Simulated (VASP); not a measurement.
# Al2Ga3P5 in VASP: single point with PBE

Aim: the single point of Al2Ga3P5 with PBE.

All numbers are computed with VASP 6.6.1; they aren't measurements. Logs are shortened: lines on timing, memory, paths and dates and some standing lists are left out, and cuts for length are marked.

## 1. The cell of the first run

The typed cell holds 10 atoms: a = 3.913 Å, b = 3.913 Å, c = 13.931 Å, α = 98.07°, β = 98.07°, γ = 90.01°.

## 2. Single point, PBE

INCAR reads:

```
SYSTEM = Al2Ga3P5
ALGO = Normal ; EDIFF = 1E-6
ENCUT = 520 ; GGA = PE
ISIF = 2 ; ISMEAR = 0
LASPH = .True. ; LCHARG = .False.
LREAL = .False. ; LWAVE = .False.
NBANDS = 46 ; NELM = 100
PREC = Accurate ; SIGMA = 0.1
```

KPOINTS reads:

```
k-points
0
Gamma
  4 4 4
  0 0 0
```

POSCAR reads:

```
Al2Ga3P5
1.0
   -0.0004344007     -3.9132007265      0.0003164606
    3.9128702309      0.0004391901     -0.0000227467
   -1.9569934491      1.9576206723     13.6531902823
Al Ga P
2 3 5
Direct
    0.7000080181      0.6999822416      0.3999818028
    0.2999731273      0.2999669241      0.6000146131
    0.9000471077      0.9000530525      0.8000626198
    0.5000276841      0.4999887187     -0.0000031135
    0.0999531776      0.0999747762      0.1999329700
    0.5499572159      0.0499729551      0.0999366786
    0.1502597976      0.6502709137      0.3005075558
    0.7499662547      0.2500036807      0.5000026306
    0.3497523586      0.8497253914      0.6994975327
    0.9500552585      0.4500613460      0.9000667100
```

Potentials or basis: VASP PAW PBE potentials, release 64 (Al, Ga_d, P).

Command:

```bash
> cat potpaw_PBE.64/Al/POTCAR potpaw_PBE.64/Ga_d/POTCAR potpaw_PBE.64/P/POTCAR > POTCAR
> mpirun -np 1 vasp_std > vasp.out
```

OUTCAR:

```text
SYSTEM = Al2Ga3P5
   EDIFF = 1E-6
   ENCUT = 520
   GGA = PE
   ISIF = 2
   ISMEAR = 0
   LASPH = .True.
   LREAL = .False.
   NELM = 100
   PREC = Accurate

 ion  position               nearest neighbor table
   1  0.700  0.700  0.400-   7 2.38   7 2.38   8 2.39   8 2.39
   2  0.300  0.300  0.600-   9 2.38   9 2.38   8 2.39   8 2.39
   3  0.900  0.900  0.800-  10 2.39  10 2.39   9 2.39   9 2.39
   4  0.500  0.500  1.000-   6 2.39   6 2.39  10 2.39  10 2.39
   5  0.100  0.100  0.200-   6 2.39   6 2.39   7 2.39   7 2.39
   6  0.550  0.050  0.100-   4 2.39   4 2.39   5 2.39   5 2.39
   7  0.150  0.650  0.301-   1 2.38   1 2.38   5 2.39   5 2.39
   8  0.750  0.250  0.500-   1 2.39   1 2.39   2 2.39   2 2.39
   9  0.350  0.850  0.699-   2 2.38   2 2.38   3 2.39   3 2.39
  10  0.950  0.450  0.900-   4 2.39   4 2.39   3 2.39   3 2.39

  LATTYP: Found a base centered monoclinic cell.
 ALAT       =    29.4644345089
 B/A-ratio  =     0.1878361378
 C/A-ratio  =     0.4728060253
 COS(beta)  =    -0.9829165590

  Lattice vectors:

 A1 = (   1.9565590484,  -5.8708213988, -13.6528738217)
 A2 = (   5.8698636800,  -1.9571814822, -13.6532130290)
 A3 = (  -1.9569934491,   1.9576206723,  13.6531902823)

Analysis of symmetry for initial positions (statically):
=====================================================================
 Subroutine PRICEL returns:
 Original cell was already a primitive cell.

 Routine SETGRP: Setting up the symmetry group for a
 base centered monoclinic supercell.

 Subroutine GETGRP returns: Found  1 space group operations
 (whereof  1 operations were pure point group operations)
 out of a pool of  4 trial point group operations.

The static configuration has the point symmetry C_1 .

Analysis of symmetry for dynamics (positions and initial velocities):
=====================================================================
 Subroutine PRICEL returns:
 Original cell was already a primitive cell.

 Routine SETGRP: Setting up the symmetry group for a
 base centered monoclinic supercell.

[... 114 lines left out ...]
   ISPIN  =      1    spin polarized calculation?
   LNONCOLLINEAR =      F non collinear calculations
   LSORBIT =      F    spin-orbit coupling
   LASPH  =      T    aspherical Exc in radial PAW
   ENCUT  =  520.0 eV  38.22 Ry    6.18 a.u.   7.28  7.28 25.90*2*pi/ulx,y,z
   NELM   =    100;   NELMIN=  2; NELMDL= -5     # of ELM steps
   EDIFF  = 0.1E-05   stopping-criterion for ELM
   LREAL  =      F    real-space projection
   EDIFFG = 0.1E-04   stopping-criterion for IOM
   NSW    =      0    number of steps for IOM
   IBRION =     -1    ionic relax: 0-MD 1-quasi-New 2-CG
   NFREE  =      0    steps in history (QN), initial steepest desc. (CG)
   ISIF   =      2    stress and relaxation
   ISYM   =      2    0-nonsym 1-usesym 2-fastsym
   POTIM  = 0.5000    time-step for ionic-motion
   TEBEG  =    0.0;   TEEND  =   0.0 temperature during run
   PSTRESS=    0.0 pullay stress
   NELECT =      70.0000    total number of electrons
   NUPDOWN=      -1.0000    fix difference up-down
   EMIN   =  10.00;   EMAX   =-10.00  energy-range for DOS
   EFERMI =   0.00;   METHOD = LEGACY
   ISMEAR =     0;   SIGMA  =   0.10  broadening in eV -4-tet -1-fermi 0-gaus
   EFERMI_NEDOS =   21; number of points for ismear=-14 and -15
   IALGO  =     38    algorithm
   IMIX   =      4    mixing-type and parameters
     AMIX     =   0.40;   BMIX     =  1.00
     AMIX_MAG =   1.60;   BMIX_MAG =  1.00
  volume/ion in A,a.u.               =      20.91       141.08
  Fermi-wavevector in a.u.,A,eV,Ry     =   1.136803  2.148247 17.583109  1.292322
  Thomas-Fermi vector in A             =   2.273509
   LORBIT       =      0    0 simple, 1 ext, 2 COOP (PROOUT), +10 PAW based schemes
   GGA     = PE    functional components
   LHFCALC =     F    Hartree Fock is set to
   AEXX    =    0.0000 exact exchange contribution
   IVDW    =     0    specifies the selected vdW correction
   LEPSILON=     F    determine dielectric tensor
   LRPA    =     F    only Hartree local field effects (RPA)
 non-spin polarized calculation
 Gauss-broadening in eV      SIGMA  =   0.10
  energy-cutoff  :      520.00
  volume of cell :      209.06
 maximum number of plane-waves:      5659
 NGX is ok and might be reduce to    30
   NGX = 15   NGY = 15   NGZ = 51

 number of electron      70.0000014 magnetization

 Free energy of the ion-electron system (eV)
  ---------------------------------------------------
  ext. energy  EPLUGINS =         0.00000000
  ---------------------------------------------------
  free energy    TOTEN  =       -47.93502333 eV

  energy without entropy =      -47.93502333  energy(sigma->0) =      -47.93502333

 E-fermi :   4.8478     XC(G=0):  -9.4479

 val. band max:        4.3806580369   @ k =   0.0000   0.0000   0.0000
 cond. band min:       5.8676383814   @ k =   0.0000   0.0000   0.0000
 fundamental gap:      1.4869803445
 Fermi energy:         4.8477562066

 k-point     1 :       0.0000    0.0000    0.0000
  band No.  band energies     occupation
      1     -10.0815      2.00000
      2     -10.0537      2.00000
      3     -10.0047      2.00000
      4      -9.9891      2.00000
      5      -9.9890      2.00000
      6      -9.9756      2.00000
[... 1165 lines left out ...]
     45      10.0096      0.00000
     46      10.0432      0.00000

 [... further k-points ...]
[... 5 lines left out ...]
  --------------------------------------------------------------------------------------
  -------------------------------------------------------------------------------------
  Total       -0.0491043     -0.0634156     -0.0295285     -0.0102413     -0.0001503      0.0049893
  in kB       -0.3763257     -0.4860048     -0.2263006     -0.0784874     -0.0011516      0.0382371
  external PRESSURE =      -0.3628770 kB  Pullay stress =       0.0000000 kB

 VOLUME and BASIS-vectors are now :
 -----------------------------------------------------------------------------
  energy-cutoff  :      520.00
  volume of cell :      209.06
      direct lattice vectors                 reciprocal lattice vectors
    -0.000434401 -3.913200726  0.000316461     0.000028896 -0.255542326  0.036644292
     3.912870231  0.000439190 -0.000022747     0.255567086 -0.000025408  0.036635603
    -1.956993449  1.957620672 13.653190282     0.000000425  0.000005923  0.073242167

 POSITION                                       TOTAL-FORCE (eV/Angst)
 -----------------------------------------------------------------------------------
      1.95587     -1.95595      5.46123         0.000020      0.000437      0.007486
     -0.00062      0.00088      8.19220         0.000179     -0.000174     -0.007573
      1.95568     -1.95545     10.92367        -0.000326      0.000363     -0.004764
     -0.00081      0.00113     13.65329         0.000195      0.000322      0.000065
     -0.00012      0.00030      2.72975         0.000072     -0.000097      0.004650
     -0.00028     -1.95643      1.36463        -0.000041     -0.000172      0.000182
      1.95627      0.00057      4.10292        -0.000091     -0.000228      0.006946
     -0.00060     -1.95584      6.82686        -0.000085     -0.000334      0.000060
      1.95580      0.00107      9.55046         0.000180     -0.000105     -0.006890
     -0.00081     -1.95557     12.28907        -0.000102     -0.000012     -0.000161
 -----------------------------------------------------------------------------------
    total drift:                                0.000256      0.000247     -0.000105

  FREE ENERGIE OF THE ION-ELECTRON SYSTEM (eV)
  ---------------------------------------------------
  free  energy   TOTEN  =       -47.9350233299 eV

  energy  without entropy=      -47.9350233299  energy(sigma->0) =      -47.93502333
```

OSZICAR:

```text
N       E                     dE             d eps       ncg     rms          rms(c)
DAV:   1     0.573886290368E+03    0.57389E+03   -0.30193E+04  3588   0.188E+03
DAV:   2     0.432289195782E+02   -0.53066E+03   -0.50651E+03  3636   0.524E+02
DAV:   3    -0.438127078025E+02   -0.87042E+02   -0.84001E+02  3858   0.152E+02
DAV:   4    -0.492997604369E+02   -0.54871E+01   -0.54527E+01  4482   0.390E+01
DAV:   5    -0.494517536318E+02   -0.15199E+00   -0.15174E+00  4470   0.625E+00    0.958E+00
DAV:   6    -0.480682962902E+02    0.13835E+01   -0.25648E+00  4720   0.139E+01    0.591E+00
DAV:   7    -0.479406646916E+02    0.12763E+00   -0.15641E+00  3962   0.443E+00    0.228E+00
DAV:   8    -0.479331720333E+02    0.74927E-02   -0.21159E-01  4296   0.414E+00    0.524E-01
DAV:   9    -0.479340886209E+02   -0.91659E-03   -0.22746E-02  4392   0.184E+00    0.139E-01
DAV:  10    -0.479346167511E+02   -0.52813E-03   -0.33083E-03  4392   0.620E-01    0.729E-02
DAV:  11    -0.479349799572E+02   -0.36321E-03   -0.64873E-04  4152   0.259E-01    0.289E-02
DAV:  12    -0.479350098328E+02   -0.29876E-04   -0.95472E-05  4062   0.120E-01    0.186E-02
DAV:  13    -0.479350225661E+02   -0.12733E-04   -0.29515E-05  3952   0.487E-02    0.832E-03
DAV:  14    -0.479350233299E+02   -0.76380E-06   -0.57250E-06  4130   0.342E-02
   1 F= -.47935023E+02 E0= -.47935023E+02  d E =-.303758E-12
```

stdout:

```text
POSCAR found type information on POSCAR AlGaP
 POSCAR found :  3 types and      10 ions
 scaLAPACK will be used
 LDA part: xc-table for (Slater+PW92), standard interpolation
 POSCAR, INCAR and KPOINTS ok, starting setup
 FFT: planning ... GRIDC
 FFT: planning ... GRID_SOFT
 FFT: planning ... GRID
 WAVECAR not read
 entering main loop
```

Wall time 3.2 min (1 thread of Intel Xeon 6975P-C (Granite Rapids), shared host); peak memory 0.46 GiB.

What came out:

- Free energy: -47.9350 eV
- Pressure: 0.0 GPa
- Largest force: 0.008 eV/Å
- Band gap on the k mesh: 1.49 eV, direct

Forces in eV/Å, atoms in the order of the input:
```
Al   0.000  0.000  0.007
Al   0.000  0.000 -0.008
Ga   0.000  0.000 -0.005
Ga   0.000  0.000  0.000
Ga   0.000  0.000  0.005
P    0.000  0.000  0.000
P    0.000  0.000  0.007
P    0.000  0.000  0.000
P    0.000  0.000 -0.007
P    0.000  0.000  0.000
```

Levels at points of the mesh, in eV from the valence-band top:
```tsv
k point	band 33	band 34	band 35	band 36	band 37	band 38
(0.00, 0.00, 0.00)	-0.04	-0.04	0.00	1.49	1.82	2.01
(0.50, 0.00, 0.00)	-1.02	-1.00	-0.93	1.91	2.46	2.69
(0.50, 0.00, 0.50)	-1.02	-1.00	-0.93	1.91	2.46	2.69
(0.00, 0.50, 0.00)	-1.02	-1.00	-0.93	1.91	2.46	2.69
(0.00, 0.50, 0.50)	-1.02	-1.00	-0.93	1.91	2.46	2.69
(0.50, 0.50, 0.00)	-2.64	-2.37	-2.37	1.64	2.05	2.21
(0.00, 0.00, 0.50)	-0.56	-0.32	-0.32	1.54	1.88	2.01
(0.50, 0.50, 0.50)	-2.64	-2.38	-2.37	1.63	2.05	2.22
```

A k mesh can miss the band edges. A hybrid or GW would open this gap; PBE tends to underestimate it.
